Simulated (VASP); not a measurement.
# MgS (Fm-3m) in VASP: a series of runs

MgS is run at these levels: r2SCANh, PBE; tasks: single point.

Program: VASP 6.6.1. These are calculated values, not measurements. Logs are shortened: lines on timing, memory, paths and dates and some standing lists are left out, and cuts for length are marked.

### 1 The cell of the first run

It takes space group Fm-3m (No. 225, cubic). Conventional cell: a = 5.203 Å, b = 5.203 Å, c = 5.203 Å, α = 90.00°, β = 90.00°, γ = 90.00°. Within 3.4 Å of Mg (site symmetry m-3m) lie 6 S at 2.60 Å. Within 3.4 Å of S (site symmetry m-3m) lie 6 Mg at 2.60 Å.

### 2 Single point, r2SCANh

The input, POSCAR:

```
MgS
1.0
    0.0000000000      2.6016508254      2.6016508254
    2.6016508254      0.0000000000      2.6016508254
    2.6016508254      2.6016508254      0.0000000000
Mg S
1 1
Direct
    0.0000000000      0.0000000000      0.0000000000
    0.5000000000      0.5000000000      0.5000000000
```

The input, INCAR.step1:

```
PREC = Accurate
ENCUT = 520
EDIFF = 1E-5
ISMEAR = 0
SIGMA = 0.05
LREAL = F
LASPH = T
NELM = 80
ALGO = Normal
ISIF = 2
LWAVE = T
LCHARG = F
NBANDS = 11
GGA = PE
```

The input, INCAR.step2:

```
PREC = Accurate
ENCUT = 520
EDIFF = 1E-7
ISMEAR = 0
SIGMA = 0.05
LREAL = F
LASPH = T
NELM = 80
ALGO = Normal
ISIF = 2
LWAVE = F
LCHARG = F
METAGGA = R2SCAN
LHFCALC = T
AEXX = 0.1
LMIXTAU = T
PRECFOCK = Normal
NBANDS = 11
ISTART = 1
```

The input, KPOINTS:

```
regular mesh
0
Gamma
  4 4 4
```

Potentials or basis: VASP PAW PBE potentials, release 64 (Mg, S).

Started as:

```
> cat potpaw_PBE.64/Mg/POTCAR potpaw_PBE.64/S/POTCAR > POTCAR
> cp INCAR.step1 INCAR
> mpirun -np 1 vasp_std > vasp.out
> cp INCAR.step2 INCAR
> mpirun -np 1 vasp_std > vasp.out
```

OUTCAR:

```text
PREC = Accurate
   ENCUT = 520
   EDIFF = 1E-7
   ISMEAR = 0
   LREAL = F
   LASPH = T
   NELM = 80
   ISIF = 2
   METAGGA = R2SCAN
   LHFCALC = T
   AEXX = 0.1
   PRECFOCK = Normal
   ISTART = 1

 ion  position               nearest neighbor table
   1  0.000  0.000  0.000-   2 2.60   2 2.60   2 2.60   2 2.60   2 2.60   2 2.60
   2  0.500  0.500  0.500-   1 2.60   1 2.60   1 2.60   1 2.60   1 2.60   1 2.60

  LATTYP: Found a face centered cubic cell.
 ALAT       =     5.2033016508

  Lattice vectors:

 A1 = (   0.0000000000,   2.6016508254,   2.6016508254)
 A2 = (   2.6016508254,   0.0000000000,   2.6016508254)
 A3 = (   2.6016508254,   2.6016508254,   0.0000000000)

Analysis of symmetry for initial positions (statically):
=====================================================================
 Subroutine PRICEL returns:
 Original cell was already a primitive cell.

 Routine SETGRP: Setting up the symmetry group for a
 face centered cubic supercell.

 Subroutine GETGRP returns: Found 48 space group operations
 (whereof 48 operations were pure point group operations)
 out of a pool of 48 trial point group operations.

The static configuration has the point symmetry O_h .

Analysis of symmetry for dynamics (positions and initial velocities):
=====================================================================
 Subroutine PRICEL returns:
 Original cell was already a primitive cell.

 Routine SETGRP: Setting up the symmetry group for a
 face centered cubic supercell.

 Subroutine GETGRP returns: Found 48 space group operations
 (whereof 48 operations were pure point group operations)
 out of a pool of 48 trial point group operations.

The dynamic configuration has the point symmetry O_h .

 Subroutine INISYM returns: Found 48 space group operations
 (whereof 48 operations are pure point group operations),
 and found     1 'primitive' translations

----------------------------------------------------------------------------------------

                                     Primitive cell

  volume of cell :      35.2190

  direct lattice vectors                    reciprocal lattice vectors
     0.000000000  2.601650825  2.601650825    -0.192185667  0.192185667  0.192185667
     2.601650825  0.000000000  2.601650825     0.192185667 -0.192185667  0.192185667
     2.601650825  2.601650825  0.000000000     0.192185667  0.192185667 -0.192185667

  length of vectors
     3.679289882  3.679289882  3.679289882     0.332875340  0.332875340  0.332875340

  position of ions in fractional coordinates (direct lattice)
     0.000000000  0.000000000  0.000000000
     0.500000000  0.500000000  0.500000000

  ion indices of the primitive-cell ions
   primitive index   ion index
                 1           1
                 2           2

----------------------------------------------------------------------------------------

 KPOINTS: regular mesh

Automatic generation of k-mesh.
 Grid dimensions read from file:
 generate k-points for:    4    4    4

 Generating k-lattice:

  Cartesian coordinates                     Fractional coordinates (reciprocal lattice)
    -0.048046417  0.048046417  0.048046417     0.250000000  0.000000000  0.000000000
     0.048046417 -0.048046417  0.048046417     0.000000000  0.250000000  0.000000000
     0.048046417  0.048046417 -0.048046417     0.000000000  0.000000000  0.250000000

  Length of vectors
     0.083218835  0.083218835  0.083218835

  Shift w.r.t. Gamma in fractional coordinates (k-lattice)
     0.000000000  0.000000000  0.000000000

 Subroutine IBZKPT returns following result:
 ===========================================

 Found      8 irreducible k-points:

 Following reciprocal coordinates:
            Coordinates               Weight
  0.000000  0.000000  0.000000      1.000000
  0.250000  0.000000  0.000000      8.000000
  0.500000  0.000000  0.000000      4.000000
  0.250000  0.250000  0.000000      6.000000
  0.500000  0.250000  0.000000     24.000000
 -0.250000  0.250000  0.000000     12.000000
  0.500000  0.500000  0.000000      3.000000
 -0.250000  0.500000  0.250000      6.000000
   k-points           NKPTS =      8   k-points in BZ     NKDIM =     64   number of bands    NBANDS=     11
   number of dos      NEDOS =    301   number of ions     NIONS =      2
   total plane-waves  NPLWV =  21952
   dimension x,y,z NGX =    28 NGY =   28 NGZ =   28
   dimension x,y,z NGXF=    56 NGYF=   56 NGZF=   56
   ions per type =               1   1
   NGX,Y,Z   is equivalent  to a cutoff of  12.65, 12.65, 12.65 a.u.
   NGXF,Y,Z  is equivalent  to a cutoff of  25.30, 25.30, 25.30 a.u.
 SYSTEM =  unknown system
   PREC   = accura    normal or accurate (medium, high low for compatibility)
   ISTART =      1    job   : 0-new  1-cont  2-samecut
   ICHARG =      0    charge: 1-file 2-atom 10-const
   ISPIN  =      1    spin polarized calculation?
   LNONCOLLINEAR =      F non collinear calculations
   LSORBIT =      F    spin-orbit coupling
   LASPH  =      T    aspherical Exc in radial PAW
   ENCUT  =  520.0 eV  38.22 Ry    6.18 a.u.   6.84  6.84  6.84*2*pi/ulx,y,z
   NELM   =     80;   NELMIN=  2; NELMDL=  0     # of ELM steps
   EDIFF  = 0.1E-06   stopping-criterion for ELM
   LREAL  =      F    real-space projection
   EDIFFG = 0.1E-05   stopping-criterion for IOM
   NSW    =      0    number of steps for IOM
   IBRION =     -1    ionic relax: 0-MD 1-quasi-New 2-CG
   NFREE  =      0    steps in history (QN), initial steepest desc. (CG)
   ISIF   =      2    stress and relaxation
   ISYM   =      3    0-nonsym 1-usesym 2-fastsym
   POTIM  = 0.5000    time-step for ionic-motion
   TEBEG  =    0.0;   TEEND  =   0.0 temperature during run
   PSTRESS=    0.0 pullay stress
   NELECT =       8.0000    total number of electrons
   NUPDOWN=      -1.0000    fix difference up-down
   EMIN   =  10.00;   EMAX   =-10.00  energy-range for DOS
   EFERMI =   0.00;   METHOD = LEGACY
   ISMEAR =     0;   SIGMA  =   0.05  broadening in eV -4-tet -1-fermi 0-gaus
   EFERMI_NEDOS =   21; number of points for ismear=-14 and -15
   IALGO  =     38    algorithm
   IMIX   =      1    mixing-type and parameters
     AMIX     =   0.40;   BMIX     =  1.00
     AMIX_MAG =   1.60;   BMIX_MAG =  1.00
  volume/ion in A,a.u.               =      17.61       118.83
  Fermi-wavevector in a.u.,A,eV,Ry     =   0.998878  1.887606 13.575314  0.997757
  Thomas-Fermi vector in A             =   2.131131
   LORBIT       =      0    0 simple, 1 ext, 2 COOP (PROOUT), +10 PAW based schemes
   METAGGA = R2SCAN    functional components
   LHFCALC =     T    Hartree Fock is set to
   PRECFOCK=normal    Normal, Fast or Accurate (Low or Medium for compatibility)
   ENCUT4O =  -1.0   cutoff for four orbital integrals eV
   NKREDX  =     1    reduce k-point grid by
   NKREDY  =     1    reduce k-point grid by
   NKREDZ  =     1    reduce k-point grid by
   AEXX    =    0.1000 exact exchange contribution
   HFSCREEN=    0.0000 screening length (either q_TF or 0.3 A-1)
   HFSCREENC=   0.0000 screening length for correlation (either q_TF or 0.3 A-1)
   ENCUTFOCK=  -1.0 apply spherical cutoff to Coloumb kernel
   IVDW    =     0    specifies the selected vdW correction
   LEPSILON=     F    determine dielectric tensor
   LRPA    =     F    only Hartree local field effects (RPA)
 non-spin polarized calculation
 Gauss-broadening in eV      SIGMA  =   0.05
  energy-cutoff  :      520.00
  volume of cell :       35.22
 maximum number of plane-waves:       960
  NGX = 24; NGY = 24; NGZ = 24

 number of electron       8.0000000 magnetization

 Free energy of the ion-electron system (eV)
  ---------------------------------------------------
  ext. energy  EPLUGINS =         0.00000000
  ---------------------------------------------------
  free energy    TOTEN  =       -15.54209574 eV

  energy without entropy =      -15.54209574  energy(sigma->0) =      -15.54209574

 E-fermi :   3.3580     XC(G=0):  -9.2036

 val. band max:        3.1293275619   @ k =   0.0000   0.0000   0.0000
 cond. band min:       7.1528594104   @ k =   0.5000   0.5000   0.0000
 fundamental gap:      4.0235318485
 Fermi energy:         3.3580291354

 k-point     1 :       0.0000    0.0000    0.0000
  band No.  band energies     occupation
      1     -10.4993      2.00000
      2       3.1293      2.00000
      3       3.1293      2.00000
      4       3.1293      2.00000
      5       8.3380      0.00000
      6      12.3367      0.00000
      7      12.3367      0.00000
      8      12.3367      0.00000
      9      14.8295      0.00000
     10      14.8295      0.00000
     11      17.2853      0.00000

 k-point     2 :       0.2500    0.0000    0.0000
  band No.  band energies     occupation
      1      -9.9053      2.00000
      2       0.2345      2.00000
      3       2.7834      2.00000
      4       2.7834      2.00000
      5       9.4466      0.00000
      6      12.2440      0.00000
      7      12.2440      0.00000
      8      12.9447      0.00000
      9      14.8274      0.00000
     10      14.8274      0.00000
     11      16.7725      0.00000

 k-point     3 :       0.5000    0.0000    0.0000
  band No.  band energies     occupation
      1      -9.1178      2.00000
      2      -1.9316      2.00000
      3       2.4906      2.00000
      4       2.4906      2.00000
      5       8.9425      0.00000
      6      11.3018      0.00000
      7      11.3018      0.00000
      8      15.0887      0.00000
      9      17.0439      0.00000
     10      19.0544      0.00000
     11      19.0544      0.00000

 k-point     4 :       0.2500    0.2500    0.0000
  band No.  band energies     occupation
      1      -9.7175      2.00000
      2       0.5070      2.00000
      3       2.1024      2.00000
      4       2.1024      2.00000
      5       9.4781      0.00000
      6       9.9374      0.00000
      7      12.8999      0.00000
      8      14.7832      0.00000
      9      14.7832      0.00000
     10      15.8781      0.00000
     11      20.3417      0.00000

 k-point     5 :       0.5000    0.2500    0.0000
  band No.  band energies     occupation
      1      -8.9393      2.00000
      2      -1.1040      2.00000
      3       0.8244      2.00000
      4       1.8473      2.00000
      5       8.7928      0.00000
      6      11.1766      0.00000
      7      13.4327      0.00000
      8      13.5042      0.00000
      9      17.6542      0.00000
     10      19.2641      0.00000
     11      20.5388      0.00000

 k-point     6 :      -0.2500    0.2500    0.0000
  band No.  band energies     occupation
      1      -9.1931      2.00000
      2      -0.7154      2.00000
      3       0.6835      2.00000
      4       2.4537      2.00000
      5      10.0971      0.00000
      6      12.2605      0.00000
      7      12.3720      0.00000
      8      12.4463      0.00000
      9      15.0587      0.00000
     10      19.0804      0.00000
     11      20.2492      0.00000

 k-point     7 :       0.5000    0.5000    0.0000
  band No.  band energies     occupation
      1      -8.7171      2.00000
      2      -1.3049      2.00000
      3       1.3380      2.00000
      4       1.3380      2.00000
      5       7.1529      0.00000
      6       8.6484      0.00000
      7      17.0112      0.00000
      8      17.4378      0.00000
      9      18.4074      0.00000
     10      18.4074      0.00000
     11      20.5947      0.00000

 k-point     8 :      -0.2500    0.5000    0.2500
  band No.  band energies     occupation
      1      -8.6720      2.00000
      2      -0.2729      2.00000
      3      -0.2729      2.00000
      4       0.7099      2.00000
      5       9.6821      0.00000
      6      12.4307      0.00000
      7      12.4307      0.00000
      8      12.6256      0.00000
      9      19.3842      0.00000
     10      19.3843      0.00000
     11      20.6088      0.00000

------------------------ aborting loop because EDIFF is reached ----------------------------------------

  FORCE on cell =-STRESS in cart. coord.  units (eV):
  Direction    XX          YY          ZZ          XY          YZ          ZX
  --------------------------------------------------------------------------------------
  -------------------------------------------------------------------------------------
  Total       -0.1086042     -0.1086042     -0.1086042      0.0000000      0.0000000      0.0000000
  in kB       -4.9406061     -4.9406061     -4.9406061      0.0000000      0.0000000      0.0000000
  external PRESSURE =      -4.9406061 kB  Pullay stress =       0.0000000 kB

 VOLUME and BASIS-vectors are now :
 -----------------------------------------------------------------------------
  energy-cutoff  :      520.00
  volume of cell :       35.22
      direct lattice vectors                 reciprocal lattice vectors
     0.000000000  2.601650825  2.601650825    -0.192185667  0.192185667  0.192185667
     2.601650825  0.000000000  2.601650825     0.192185667 -0.192185667  0.192185667
     2.601650825  2.601650825  0.000000000     0.192185667  0.192185667 -0.192185667

 POSITION                                       TOTAL-FORCE (eV/Angst)
 -----------------------------------------------------------------------------------
      0.00000      0.00000      0.00000        -0.000000      0.000000     -0.000000
      2.60165      2.60165      2.60165         0.000000      0.000000      0.000000
 -----------------------------------------------------------------------------------
    total drift:                                0.000000      0.000000      0.000000

  FREE ENERGIE OF THE ION-ELECTRON SYSTEM (eV)
  ---------------------------------------------------
  free  energy   TOTEN  =       -15.5420957441 eV

  energy  without entropy=      -15.5420957441  energy(sigma->0) =      -15.54209574
```

Run time: 81 s. Hardware: 1 thread of Intel Xeon 6975P-C (Granite Rapids), shared host; peak memory 0.16 GiB.

Results:

* Free energy: -15.5421 eV
* Pressure: -0.5 GPa
* Band gap on the k mesh: 4.02 eV, indirect (least direct gap 5.21 eV)

Levels at points of the mesh, in eV from the valence-band top:
```
           k point  band 2  band 3  band 4  band 5  band 6  band 7
(0.00, 0.00, 0.00)    0.00    0.00    0.00    5.21    9.21    9.21
(0.50, 0.00, 0.00)   -5.06   -0.64   -0.64    5.81    8.17    8.17
(0.50, 0.50, 0.00)   -4.43   -1.79   -1.79    4.02    5.52   13.88
```

Caveat: the k points lie up to 0.52 Å⁻¹ apart; the PAW data sets were made with another functional, which shifts forces and pressure a little.

### 3 Single point, PBE

The input, INCAR:

```
SYSTEM = MgS
  ALGO = Normal
  EDIFF = 1E-6
  ENCUT = 600
  GGA = PE
  GGA_COMPAT = .False.
  ISIF = 2
  ISMEAR = 0
  LASPH = .True.
  LCHARG = .True.
  LELF = .True.
  LREAL = .False.
  LVHAR = .True.
  LWAVE = .False.
  NBANDS = 11
  NELM = 120
  PREC = Accurate
  SIGMA = 0.05
```

The input, KPOINTS:

```
k-points
0
Gamma
  8 8 8
  0 0 0
```

POSCAR is that of step 2.

Potentials or basis: VASP PAW PBE potentials, release 64 (Mg, S).

Started as:

```
> cat potpaw_PBE.64/Mg/POTCAR potpaw_PBE.64/S/POTCAR > POTCAR
> mpirun -np 1 vasp_std > vasp.out
```

Wall time 15 s (1 thread of Intel Xeon Platinum 8488C (Sapphire Rapids), shared host); peak memory 0.17 GiB.

It converged, with:

| Item | Value |
| --- | --- |
| Free energy | -8.5022 eV |
| Pressure | 0.9 GPa |
| Band gap on the k mesh | 2.78 eV, indirect (least direct gap 3.71 eV) |

Levels at points of the mesh, in eV from the valence-band top:
```tsv
k point	band 2	band 3	band 4	band 5	band 6	band 7
(0.00, 0.00, 0.00)	0.00	0.00	0.00	3.71	7.95	7.95
(0.50, 0.00, 0.00)	-4.83	-0.59	-0.59	4.55	6.91	6.91
(0.50, 0.50, 0.00)	-4.19	-1.68	-1.68	2.78	4.40	12.00
```
